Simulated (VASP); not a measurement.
# BaZrO3 (Pm-3m) in VASP: a series of runs

BaZrO3 is run at these levels: PBE; tasks: single point.

Everything below comes from runs of VASP 6.6.1. Logs are shortened: lines on timing, memory, paths and dates and some standing lists are left out, and cuts for length are marked.

## 1. The cell of the first run

It takes space group Pm-3m (No. 221, cubic). Conventional cell: a = 4.141 Å, b = 4.141 Å, c = 4.141 Å, α = 90.00°, β = 90.00°, γ = 90.00°. Ba (site symmetry m-3m) has 12 O at 2.93 Å and 8 Zr at 3.59 Å within 3.9 Å. Within 2.7 Å of Zr (site symmetry m-3m) lie 6 O at 2.07 Å. O (site symmetry 4/mmm) has 2 Zr at 2.07 Å within 2.7 Å.

## 2. Single point, PBE (volume changed by -6%)

Input file INCAR:

```
PREC = Accurate
ENCUT = 520
EDIFF = 1E-7
ISMEAR = 0
SIGMA = 0.01
LREAL = False
LASPH = True
NELM = 100
ALGO = Normal
ISIF = 2
LWAVE = False
LCHARG = False
GGA = PE
NBANDS = 28
```

Input file KPOINTS:

```
Automatic mesh
0
Gamma
  6 6 6
```

Input file POSCAR:

```
BaZrO3
1.0
    4.1409632885      0.0000000000      0.0000000000
    0.0000000000      4.1409632885      0.0000000000
    0.0000000000      0.0000000000      4.1409632885
Ba Zr O
1 1 3
Direct
    0.0000000000      0.0000000000      0.0000000000
    0.5000000000      0.5000000000      0.5000000000
    0.5000000000      0.5000000000      0.0000000000
    0.5000000000      0.0000000000      0.5000000000
    0.0000000000      0.5000000000      0.5000000000
```

Potentials or basis: VASP PAW PBE potentials, release 64 (Ba_sv, Zr_sv, O).

On the command line:

```sh
$ cat potpaw_PBE.64/Ba_sv/POTCAR potpaw_PBE.64/Zr_sv/POTCAR potpaw_PBE.64/O/POTCAR > POTCAR
$ mpirun -np 1 vasp_std > vasp.out
```

OUTCAR:

```text
PREC = Accurate
   ENCUT = 520
   EDIFF = 1E-7
   ISMEAR = 0
   LREAL = False
   LASPH = True
   NELM = 100
   ISIF = 2
   GGA = PE

 ion  position               nearest neighbor table
   1  0.000  0.000  0.000-   3 2.93   4 2.93   5 2.93   4 2.93   5 2.93   3 2.93   5 2.93   5 2.93
                             3 2.93   4 2.93   4 2.93   3 2.93   2 3.59   2 3.59   2 3.59   2 3.59
   2  0.500  0.500  0.500-   3 2.07   4 2.07   5 2.07   3 2.07   4 2.07   5 2.07   1 3.59   1 3.59
                             1 3.59   1 3.59   1 3.59   1 3.59   1 3.59   1 3.59
   3  0.500  0.500  0.000-   2 2.07   2 2.07   1 2.93   1 2.93   1 2.93   1 2.93
   4  0.500  0.000  0.500-   2 2.07   2 2.07   1 2.93   1 2.93   1 2.93   1 2.93
   5  0.000  0.500  0.500-   2 2.07   2 2.07   1 2.93   1 2.93   1 2.93   1 2.93

  LATTYP: Found a simple cubic cell.
 ALAT       =     4.1409632885

  Lattice vectors:

 A1 = (   4.1409632885,   0.0000000000,   0.0000000000)
 A2 = (   0.0000000000,   4.1409632885,   0.0000000000)
 A3 = (   0.0000000000,   0.0000000000,   4.1409632885)

Analysis of symmetry for initial positions (statically):
=====================================================================
 Subroutine PRICEL returns:
 Original cell was already a primitive cell.

 Routine SETGRP: Setting up the symmetry group for a
 simple cubic supercell.

 Subroutine GETGRP returns: Found 48 space group operations
 (whereof 48 operations were pure point group operations)
 out of a pool of 48 trial point group operations.

The static configuration has the point symmetry O_h .

Analysis of symmetry for dynamics (positions and initial velocities):
=====================================================================
 Subroutine PRICEL returns:
 Original cell was already a primitive cell.

 Routine SETGRP: Setting up the symmetry group for a
 simple cubic supercell.

 Subroutine GETGRP returns: Found 48 space group operations
 (whereof 48 operations were pure point group operations)
 out of a pool of 48 trial point group operations.

The dynamic configuration has the point symmetry O_h .

 Subroutine INISYM returns: Found 48 space group operations
 (whereof 48 operations are pure point group operations),
 and found     1 'primitive' translations

----------------------------------------------------------------------------------------

                                     Primitive cell

  volume of cell :      71.0075

  direct lattice vectors                    reciprocal lattice vectors
     4.140963289  0.000000000  0.000000000     0.241489704  0.000000000  0.000000000
     0.000000000  4.140963289  0.000000000     0.000000000  0.241489704  0.000000000
     0.000000000  0.000000000  4.140963289     0.000000000  0.000000000  0.241489704

  length of vectors
     4.140963289  4.140963289  4.140963289     0.241489704  0.241489704  0.241489704

  position of ions in fractional coordinates (direct lattice)
     0.000000000  0.000000000  0.000000000
     0.500000000  0.500000000  0.500000000
     0.500000000  0.500000000  0.000000000
     0.500000000  0.000000000  0.500000000
     0.000000000  0.500000000  0.500000000

  ion indices of the primitive-cell ions
   primitive index   ion index
                 1           1
                 2           2
                 3           3
                 4           4
                 5           5

----------------------------------------------------------------------------------------

 KPOINTS: Automatic mesh

Automatic generation of k-mesh.
 Grid dimensions read from file:
 generate k-points for:    6    6    6

 Generating k-lattice:

  Cartesian coordinates                     Fractional coordinates (reciprocal lattice)
     0.040248284  0.000000000  0.000000000     0.166666667  0.000000000  0.000000000
     0.000000000  0.040248284  0.000000000     0.000000000  0.166666667  0.000000000
     0.000000000  0.000000000  0.040248284     0.000000000  0.000000000  0.166666667

  Length of vectors
     0.040248284  0.040248284  0.040248284

  Shift w.r.t. Gamma in fractional coordinates (k-lattice)
     0.000000000  0.000000000  0.000000000

 Subroutine IBZKPT returns following result:
 ===========================================

 Found     20 irreducible k-points:

 Following reciprocal coordinates:
            Coordinates               Weight
  0.000000  0.000000  0.000000      1.000000
  0.166667  0.000000  0.000000      6.000000
  0.333333  0.000000  0.000000      6.000000
  0.500000  0.000000  0.000000      3.000000
  0.166667  0.166667  0.000000     12.000000
  0.333333  0.166667  0.000000     24.000000
[... 12 lines left out ...]
  0.500000  0.500000  0.333333      6.000000
  0.500000  0.500000  0.500000      1.000000
   k-points           NKPTS =     20   k-points in BZ     NKDIM =     20   number of bands    NBANDS=     28
   number of dos      NEDOS =    301   number of ions     NIONS =      5
   total plane-waves  NPLWV =  32768
   dimension x,y,z NGX =    32 NGY =   32 NGZ =   32
   dimension x,y,z NGXF=    64 NGYF=   64 NGZF=   64
   ions per type =               1   1   3
   NGX,Y,Z   is equivalent  to a cutoff of  12.85, 12.85, 12.85 a.u.
   NGXF,Y,Z  is equivalent  to a cutoff of  25.69, 25.69, 25.69 a.u.
 SYSTEM =  unknown system
   PREC   = accura    normal or accurate (medium, high low for compatibility)
   ISTART =      0    job   : 0-new  1-cont  2-samecut
   ICHARG =      2    charge: 1-file 2-atom 10-const
   ISPIN  =      1    spin polarized calculation?
   LNONCOLLINEAR =      F non collinear calculations
   LSORBIT =      F    spin-orbit coupling
   LASPH  =      T    aspherical Exc in radial PAW
   ENCUT  =  520.0 eV  38.22 Ry    6.18 a.u.   7.70  7.70  7.70*2*pi/ulx,y,z
   NELM   =    100;   NELMIN=  2; NELMDL= -5     # of ELM steps
   EDIFF  = 0.1E-06   stopping-criterion for ELM
   LREAL  =      F    real-space projection
   EDIFFG = 0.1E-05   stopping-criterion for IOM
   NSW    =      0    number of steps for IOM
   IBRION =     -1    ionic relax: 0-MD 1-quasi-New 2-CG
   NFREE  =      0    steps in history (QN), initial steepest desc. (CG)
   ISIF   =      2    stress and relaxation
   ISYM   =      2    0-nonsym 1-usesym 2-fastsym
   POTIM  = 0.5000    time-step for ionic-motion
   TEBEG  =    0.0;   TEEND  =   0.0 temperature during run
   PSTRESS=    0.0 pullay stress
   NELECT =      40.0000    total number of electrons
   NUPDOWN=      -1.0000    fix difference up-down
   EMIN   =  10.00;   EMAX   =-10.00  energy-range for DOS
   EFERMI =   0.00;   METHOD = LEGACY
   ISMEAR =     0;   SIGMA  =   0.01  broadening in eV -4-tet -1-fermi 0-gaus
   EFERMI_NEDOS =   21; number of points for ismear=-14 and -15
   IALGO  =     38    algorithm
   IMIX   =      4    mixing-type and parameters
     AMIX     =   0.40;   BMIX     =  1.00
     AMIX_MAG =   1.60;   BMIX_MAG =  1.00
  volume/ion in A,a.u.               =      14.20        95.84
  Fermi-wavevector in a.u.,A,eV,Ry     =   1.352052  2.555008 24.872063  1.828045
  Thomas-Fermi vector in A             =   2.479423
   LORBIT       =      0    0 simple, 1 ext, 2 COOP (PROOUT), +10 PAW based schemes
   GGA     = PE    functional components
   LHFCALC =     F    Hartree Fock is set to
   AEXX    =    0.0000 exact exchange contribution
   IVDW    =     0    specifies the selected vdW correction
   LEPSILON=     F    determine dielectric tensor
   LRPA    =     F    only Hartree local field effects (RPA)
 non-spin polarized calculation
 Gauss-broadening in eV      SIGMA  =   0.01
  energy-cutoff  :      520.00
  volume of cell :       71.01
 maximum number of plane-waves:      1936
 NGX is ok and might be reduce to    32
   NGX = 15   NGY = 15   NGZ = 15

 number of electron      40.0000018 magnetization

 Free energy of the ion-electron system (eV)
  ---------------------------------------------------
  ext. energy  EPLUGINS =         0.00000000
  ---------------------------------------------------
  free energy    TOTEN  =       -41.54653614 eV

  energy without entropy =      -41.54653614  energy(sigma->0) =      -41.54653614

 E-fermi :   4.1209     XC(G=0): -10.9558

 val. band max:        4.0531055782   @ k =   0.5000   0.5000   0.5000
 cond. band min:       7.3193969578   @ k =   0.0000   0.0000   0.0000
 fundamental gap:      3.2662913796
 Fermi energy:         4.1208600492

 k-point     1 :       0.0000    0.0000    0.0000
  band No.  band energies     occupation
      1     -42.7392      2.00000
      2     -21.1551      2.00000
      3     -20.9526      2.00000
      4     -20.9526      2.00000
      5     -20.9526      2.00000
      6     -12.3789      2.00000
[... 20 lines left out ...]
     27      11.8928      0.00000
     28      11.8928      0.00000

 k-point     2 :       0.1667    0.0000    0.0000
  band No.  band energies     occupation
      1     -42.7381      2.00000
      2     -21.2311      2.00000
      3     -20.9505      2.00000
      4     -20.9505      2.00000
      5     -20.9347      2.00000
      6     -12.3982      2.00000
[... 20 lines left out ...]
     27      11.8949      0.00000
     28      12.4562      0.00000

 k-point     3 :       0.3333    0.0000    0.0000
  band No.  band energies     occupation
      1     -42.7360      2.00000
      2     -21.3738      2.00000
      3     -20.9462      2.00000
      4     -20.9462      2.00000
      5     -20.9006      2.00000
      6     -12.5292      2.00000
[... 20 lines left out ...]
     27      11.8934      0.00000
     28      12.2983      0.00000

 k-point     4 :       0.5000    0.0000    0.0000
  band No.  band energies     occupation
      1     -42.7350      2.00000
      2     -21.4416      2.00000
      3     -20.9441      2.00000
      4     -20.9441      2.00000
      5     -20.8838      2.00000
      6     -12.5996      2.00000
[... 454 lines left out ...]
     27      12.5320      0.00000
     28      13.2347      0.00000

 k-point    19 :       0.5000    0.5000    0.3333
  band No.  band energies     occupation
      1     -42.7278      2.00000
      2     -21.2345      2.00000
      3     -21.2345      2.00000
      4     -21.1613      2.00000
      5     -21.0107      2.00000
      6     -11.3714      2.00000
[... 20 lines left out ...]
     27      12.7990      0.00000
     28      13.5693      0.00000

 k-point    20 :       0.5000    0.5000    0.5000
  band No.  band energies     occupation
      1     -42.7267      2.00000
      2     -21.2314      2.00000
      3     -21.2314      2.00000
      4     -21.2314      2.00000
      5     -20.9999      2.00000
      6     -11.0485      2.00000
[... 20 lines left out ...]
     27      13.4387      0.00000
     28      13.4387      0.00000

------------------------ aborting loop because EDIFF is reached ----------------------------------------

  FORCE on cell =-STRESS in cart. coord.  units (eV):
  Direction    XX          YY          ZZ          XY          YZ          ZX
  --------------------------------------------------------------------------------------
  -------------------------------------------------------------------------------------
  Total        5.2442267      5.2442267      5.2442267      0.0000000      0.0000000      0.0000000
  in kB      118.3281024    118.3281024    118.3281024      0.0000000      0.0000000      0.0000000
  external PRESSURE =     118.3281024 kB  Pullay stress =       0.0000000 kB

 VOLUME and BASIS-vectors are now :
 -----------------------------------------------------------------------------
  energy-cutoff  :      520.00
  volume of cell :       71.01
      direct lattice vectors                 reciprocal lattice vectors
     4.140963289  0.000000000  0.000000000     0.241489704  0.000000000  0.000000000
     0.000000000  4.140963289  0.000000000     0.000000000  0.241489704  0.000000000
     0.000000000  0.000000000  4.140963289     0.000000000  0.000000000  0.241489704

 POSITION                                       TOTAL-FORCE (eV/Angst)
 -----------------------------------------------------------------------------------
      0.00000      0.00000      0.00000         0.000000      0.000000      0.000000
      2.07048      2.07048      2.07048         0.000000      0.000000      0.000000
      2.07048      2.07048      0.00000         0.000000      0.000000      0.000000
      2.07048      0.00000      2.07048         0.000000      0.000000      0.000000
      0.00000      2.07048      2.07048         0.000000      0.000000      0.000000
 -----------------------------------------------------------------------------------
    total drift:                                0.000000     -0.000000     -0.000000

  FREE ENERGIE OF THE ION-ELECTRON SYSTEM (eV)
  ---------------------------------------------------
  free  energy   TOTEN  =       -41.5465361444 eV

  energy  without entropy=      -41.5465361444  energy(sigma->0) =      -41.54653614
```

Wall time 18 s (1 thread of Intel Xeon 6975P-C (Granite Rapids), shared host); peak memory 0.19 GiB.

Results:

| Quantity | Value |
| --- | --- |
| Free energy | -41.5465 eV |
| Pressure | 11.8 GPa |
| Band gap on the k mesh | 3.27 eV, indirect (least direct gap 3.45 eV) |

Caveat: the cell differs from its parent crystal (volume changed by -6%); spin-orbit coupling is left out, which moves the levels of the heavy elements.

## 3. Single point, PBE (volume changed by -3%)

Input file INCAR:

```
SYSTEM = BaZrO3
PREC = Accurate
ENCUT = 520
EDIFF = 1E-6
ISMEAR = 0
SIGMA = 0.01
LREAL = .False.
LASPH = .True.
NELM = 60
ALGO = Normal
ISIF = 2
LWAVE = .False.
LCHARG = .False.
GGA = PE
NBANDS = 28
```

Input file KPOINTS:

```
regular mesh
0
Gamma
  6 6 6
  0 0 0
```

Changes to POSCAR since step 2:

```diff
@@ -2,5 +2,5 @@
 1.0
-    4.1409632885      0.0000000000      0.0000000000
-    0.0000000000      4.1409632885      0.0000000000
-    0.0000000000      0.0000000000      4.1409632885
+    4.1845555792      0.0000000000      0.0000000000
+    0.0000000000      4.1845555792      0.0000000000
+    0.0000000000      0.0000000000      4.1845555792
 Ba Zr O
```

Potentials or basis: VASP PAW PBE potentials, release 64 (Ba_sv, Zr_sv, O).

On the command line:

```sh
$ cat potpaw_PBE.64/Ba_sv/POTCAR potpaw_PBE.64/Zr_sv/POTCAR potpaw_PBE.64/O/POTCAR > POTCAR
$ mpirun -np 1 vasp_std > vasp.out
```

Run time: 17 s. Hardware: 1 thread of Intel Xeon 6975P-C (Granite Rapids), shared host; peak memory 0.19 GiB.

The run converged. Its results:

- Free energy: -41.6735 eV
- Pressure: 5.9 GPa
- Band gap on the k mesh: 3.20 eV, indirect (least direct gap 3.42 eV)

Levels at points of the mesh, in eV from the valence-band top:
```tsv
k point	band 17	band 18	band 19	band 20	band 21	band 22	band 23	band 24
(0.00, 0.00, 0.00)	-0.99	-0.22	-0.22	-0.22	3.20	3.20	3.20	4.66
(0.50, 0.00, 0.00)	-1.74	-1.69	-0.45	-0.45	3.65	5.74	5.74	6.45
(0.50, 0.50, 0.00)	-0.93	-0.93	-0.78	-0.08	5.71	5.71	6.49	6.53
(0.50, 0.50, 0.50)	-2.54	0.00	0.00	0.00	6.00	6.00	6.00	7.04
```

Caveat: the cell differs from its parent crystal (volume changed by -3%); spin-orbit coupling is left out, which moves the levels of the heavy elements. A k mesh can miss the band edges.

## 4. Single point, PBE

This run uses another cell than the first one, of 14.87 Å³/atom, 1.047 times its volume.

Input file INCAR:

```
PREC = Accurate
ENCUT = 520
EDIFF = 1E-6
ISMEAR = 0
SIGMA = 0.01
LREAL = F
LASPH = T
NELM = 100
ALGO = Normal
ISIF = 2
LWAVE = F
LCHARG = F
GGA = PE
NBANDS = 28
```

Input file KPOINTS:

```
regular mesh
0
Gamma
  6 6 6
```

Changes to POSCAR since step 3:

```diff
@@ -2,5 +2,5 @@
 1.0
-    4.1845555792      0.0000000000      0.0000000000
-    0.0000000000      4.1845555792      0.0000000000
-    0.0000000000      0.0000000000      4.1845555792
+    4.2053551733      0.0000000000      0.0000000000
+    0.0000000000      4.2053551733      0.0000000000
+    0.0000000000      0.0000000000      4.2053551733
 Ba Zr O
```

On the command line:

```sh
$ cat potpaw_PBE.64/Ba_sv/POTCAR potpaw_PBE.64/Zr_sv/POTCAR potpaw_PBE.64/O/POTCAR > POTCAR
$ mpirun -np 1 vasp_std > vasp.out
```

Run time: 20 s. Hardware: 1 thread of Intel Xeon 6975P-C (Granite Rapids), shared host; peak memory 0.19 GiB.

Results (log left out):

```
Free energy            : -41.7066 eV
Pressure               : 3.4 GPa
Band gap on the k mesh : 3.17 eV, indirect (least direct gap 3.40 eV)
```

Levels at points of the mesh, in eV from the valence-band top:
```
           k point  band 18  band 19  band 20  band 21  band 22  band 23
(0.00, 0.00, 0.00)    -0.24    -0.24    -0.24     3.17     3.17     3.17
(0.50, 0.00, 0.00)    -1.65    -0.47    -0.47     3.60     5.64     5.64
(0.50, 0.50, 0.00)    -0.93    -0.81    -0.08     5.61     5.61     6.40
(0.50, 0.50, 0.50)     0.00     0.00     0.00     5.94     5.94     5.94
```

Caveat: spin-orbit coupling is left out, which moves the levels of the heavy elements.

## 5. Single point, PBE

This run uses another cell than the first one, of 15.11 Å³/atom, 1.064 times its volume.

Input file INCAR:

```
SYSTEM = BaZrO3
ALGO     = Normal         ! electronic algorithm
EDIFF    = 1E-6           ! SCF threshold, eV
ENCUT    = 520            ! plane-wave cutoff, eV
GGA      = PE             ! functional
ISIF     = 2              ! what is computed and relaxed
ISMEAR   = 0              ! smearing method
LASPH    = .True.         ! aspherical terms in the spheres
LCHARG   = .True.         ! write CHGCAR
LELF     = .True.         ! ELF
LREAL    = .False.        ! projectors in reciprocal space
LVHAR    = .True.       
LWAVE    = .False.        ! write WAVECAR
NBANDS   = 28             ! bands
NELM     = 100            ! most SCF steps
PREC     = Accurate       ! precision mode
SIGMA    = 0.01           ! smearing width, eV
```

Input file KPOINTS:

```
k-points
0
Gamma
  6 6 6
  0 0 0
```

Changes to POSCAR since step 4:

```diff
@@ -2,5 +2,5 @@
 1.0
-    4.2053551733      0.0000000000      0.0000000000
-    0.0000000000      4.2053551733      0.0000000000
-    0.0000000000      0.0000000000      4.2053551733
+    4.2272580753      0.0000000000      0.0000000000
+    0.0000000000      4.2272580753      0.0000000000
+    0.0000000000      0.0000000000      4.2272580753
 Ba Zr O
```

On the command line:

```sh
$ cat potpaw_PBE.64/Ba_sv/POTCAR potpaw_PBE.64/Zr_sv/POTCAR potpaw_PBE.64/O/POTCAR > POTCAR
$ mpirun -np 1 vasp_std > vasp.out
```

Run time: 19 s. Hardware: 1 thread of Intel Xeon 6975P-C (Granite Rapids), shared host; peak memory 0.19 GiB.

Results (log left out):

```yaml
Free_energy: -41.7235 eV
Pressure: 0.9 GPa
Band_gap_on_the_k_mesh: 3.13 eV, indirect (least direct gap 3.38 eV)
```

Levels at points of the mesh, in eV from the valence-band top:
| k point | band 17 | band 18 | band 19 | band 20 | band 21 | band 22 | band 23 | band 24 |
| --- | --- | --- | --- | --- | --- | --- | --- | --- |
| (0.00, 0.00, 0.00) | -0.95 | -0.25 | -0.25 | -0.25 | 3.13 | 3.13 | 3.13 | 4.62 |
| (0.50, 0.00, 0.00) | -1.69 | -1.61 | -0.49 | -0.49 | 3.55 | 5.54 | 5.54 | 6.34 |
| (0.50, 0.50, 0.00) | -0.93 | -0.93 | -0.85 | -0.07 | 5.51 | 5.51 | 6.31 | 6.34 |
| (0.50, 0.50, 0.50) | -2.52 | 0.00 | 0.00 | 0.00 | 5.88 | 5.88 | 5.88 | 6.78 |

Caveat: spin-orbit coupling is left out, which moves the levels of the heavy elements. A k mesh can miss the band edges.

## 6. The runs side by side

| cell | gap on the mesh (eV) | pressure (GPa) |
| --- | --- | --- |
| a = 4.141 Å, 5 atoms | 3.27 | 11.8 |
| a = 4.185 Å, 5 atoms | 3.20 | 5.9 |
| a = 4.205 Å, 5 atoms | 3.17 | 3.4 |
| a = 4.227 Å, 5 atoms | 3.13 | 0.9 |

Alike in all rows: task single point; level PBE; potentials or basis VASP PAW PBE potentials, release 64 (Ba_sv, Zr_sv, O); no spin polarisation; k mesh 6 × 6 × 6; cutoff (eV) 520; smearing gaussian 0.01 eV.

Caveats: spin-orbit coupling is left out, which moves the levels of the heavy elements.

Total energies depend on the potentials used, so only differences within one code and one set of settings carry meaning.
